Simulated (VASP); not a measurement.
Set up this calculation in VASP 6.6.1, as the native input.

- Task: single point
- Functional: PBE
- Potentials or basis: VASP PAW PBE potentials, release 64 (Zn)
- Cutoff: 520 eV
- k mesh: 10 × 10 × 10
- Occupations: fermi-dirac, width 0.1 eV
- Spin: no spin polarisation
- Dipole correction: no
- Further INCAR settings: ALGO = Normal; EDIFF = 1e-06; NBANDS = 12

The structure of Zn lies in POSCAR:

```
Zn
1.0
    0.0000000000      1.9647760000      1.9647760000
    1.9647760000      0.0000000000      1.9647760000
    1.9647760000      1.9647760000      0.0000000000
Zn
1
Direct
    0.0000000000      0.0000000000      0.0000000000
```

One way to write it, as run:

INCAR

```
PREC = Accurate ; ENCUT = 520
EDIFF = 1E-6 ; ISMEAR = -1
SIGMA = 0.1 ; LREAL = False
LASPH = True ; NELM = 100
ALGO = Normal ; ISIF = 2
LWAVE = False ; LCHARG = False
GGA = PE ; NBANDS = 12
```

KPOINTS

```
regular mesh
0
Gamma
  10 10 10
```

Potentials or basis: VASP PAW PBE potentials, release 64 (Zn).

Run with:

```console
$ cat potpaw_PBE.64/Zn/POTCAR > POTCAR
$ mpirun -np 1 vasp_std > vasp.out
```

It gave:

The pressure is 0.2 GPa and the band gap on the k mesh is zero (band 6 reaches 4.26 eV, above the bottom of band 7 at 1.70 eV).

Run time: 12 s on 1 thread of AMD EPYC 7R43 64-Core Processor (Zen 3), on a shared host, peak memory 0.1 GiB.
